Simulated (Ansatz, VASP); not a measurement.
**H: VASP beside Ansatz**

```xyz
2
Lattice="9.0000 0.0000 0.0000 0.0000 9.5000 0.0000 0.0000 0.0000 10.0000" Properties=species:S:1:pos:R:3 pbc="T T T"
H     4.5000    4.7500    4.6211
H     4.5000    4.7500    5.3789
```

Alike in both runs: functional PBEsol; k mesh 1 × 1 × 1; occupations gaussian, width 0.02 eV; no spin polarisation.

Ansatz relaxed the structure, and its values are those at the end. VASP's run is a single point on that final structure, the one shown.

```csv
,VASP,Ansatz
version,VASP 6.6.1,Ansatz 0.2.0
potentials or method,"VASP PAW PBE potentials, release 64 (H), cutoff 520 eV","plane waves, PAW"
valence electrons in the cell,2,2
```

```csv
,VASP,Ansatz,Ansatz less VASP
rms of the force components (eV/Å),0.011,0.009,-0.0027
```

VASP's potentials were made for PBE, not for PBEsol. The functional is the same, so the differences come from potentials, cutoffs and numerics. Ansatz's warnings: stress scf threshold loose.
